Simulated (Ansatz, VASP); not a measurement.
## One calculation of Al, two programs

```xyz
4
Lattice="2.7957 0.0000 0.0000 -1.3978 2.4211 0.0000 0.0000 0.0000 9.3653" Properties=species:S:1:pos:R:3 pbc="T T T"
Al    0.0000    0.0000    0.0000
Al    0.0000    1.6141    2.3413
Al    0.0000    0.0000    4.6826
Al    1.3978    0.8070    7.0240
```

Alike in both runs: task single point; functional PBE; dispersion D3(BJ); k mesh 18 × 18 × 6; occupations gaussian, width 0.15 eV; no spin polarisation.

|  | VASP | Ansatz |
| --- | --- | --- |
| version | VASP 6.6.1 | Ansatz 0.2.0 |
| potentials or method | VASP PAW PBE potentials, release 64 (Al), cutoff 520 eV | scalar-relativistic, plane waves, PAW |
| valence electrons in the cell | 12 | 12 |

```tsv
	VASP	Ansatz	Ansatz less VASP
gap on the k mesh at the Fermi level (eV)	none	none	-
pressure (GPa)	0.1	0.1	0.00
traceless stress, the component that is largest in VASP (GPa)	-1.60	-1.60	-0.001
```

A gap of «none» marks a metal or a gap that the smearing closes.
